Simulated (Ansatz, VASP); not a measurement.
KLi2H6: VASP beside Ansatz

INCAR

```
SYSTEM = KLi2H6
PREC = Accurate
ENCUT = 520
EDIFF = 1E-6
ISMEAR = 0
SIGMA = 0.1
LREAL = .False.
LASPH = .True.
NELM = 100
ALGO = Normal
ISIF = 2
LWAVE = .False.
LCHARG = .False.
GGA = PE
NBANDS = 20
```

Contents of KPOINTS:

```
regular mesh
0
Gamma
  4 4 2
  0 0 0
```

POSCAR

```
KLi2H6
1.0
    5.4137396074      0.0000000000      0.0000000000
   -2.6372779299      4.7682236918      0.0000000000
   -0.0572784807     -0.1350886034      8.7878477723
K Li H
1 2 6
Direct
    0.9931269664      0.0092713368      0.6295431063
    0.3207700242      0.6712648477      0.3830939377
    0.6547671009      0.3335868631      0.3786350340
    0.3379355060      0.1749215600      0.9600742956
    0.8071353511      0.6274560127      0.9310548374
    0.8256282436      0.1574952092      0.9805341347
    0.7642748395      0.6968892550      0.9943135309
    0.9589617875      0.2861436255      0.9542506348
    0.3374001809      0.0429712902      0.9301282687
```

Input for Ansatz:

```yaml
crystal:
  lattice:
    - [5.4137396074, 0.0, 0.0]
    - [-2.6372779299, 4.7682236918, 0.0]
    - [-0.0572784807, -0.1350886034, 8.7878477723]
  atoms:
    - { symbol: K, position: [0.9931269664, 0.0092713368, 0.6295431063] }
    - { symbol: Li, position: [0.3207700242, 0.6712648477, 0.3830939377] }
    - { symbol: Li, position: [0.6547671009, 0.3335868631, 0.378635034] }
    - { symbol: H, position: [0.337935506, 0.17492156, 0.9600742956] }
    - { symbol: H, position: [0.8071353511, 0.6274560127, 0.9310548374] }
    - { symbol: H, position: [0.8256282436, 0.1574952092, 0.9805341347] }
    - { symbol: H, position: [0.7642748395, 0.696889255, 0.9943135309] }
    - { symbol: H, position: [0.9589617875, 0.2861436255, 0.9542506348] }
    - { symbol: H, position: [0.3374001809, 0.0429712902, 0.9301282687] }
basis:
  ecutwfc: 420
kpoints:
  mp_grid: { grid: [4, 4, 2] }
hamiltonian:
  xc: pbe
scf:
  occupations: { method: gaussian, width: 0.1 }
  lower_state_search: "off"
output:
  forces: true
  stress: true
  eigenvalues: true
```

Change from the starting cell: the structure that the rattled cell fell into.

Alike in both runs: task single point; functional PBE; k mesh 4 × 4 × 2; occupations gaussian, width 0.1 eV; no spin polarisation.

```csv
,VASP,Ansatz
version,VASP 6.6.1,Ansatz 0.2.0
potentials or method,"VASP PAW PBE potentials, release 64 (K_sv, Li_sv, H), cutoff 520 eV","scalar-relativistic, plane waves, PAW"
valence electrons in the cell,21,21
```

Ansatz gave:

```
gap on the k mesh at the Fermi level (eV) : none
rms of the force components (eV/Å)        : 0.166
```

**Question.** Which values does VASP return?

**Answer.** gap on the k mesh at the Fermi level (eV): none; rms of the force components (eV/Å): 0.170.

Atom by atom the forces differ by 0.004 eV/Å (rms over components). A gap of «none» marks a metal or a gap that the smearing closes. With one functional, cell and mesh, what is left measures potentials, basis and numerics.

Noted on VASP's run: the cutoff is under 1.25 times that of the potentials, so the pressure is a little rough.
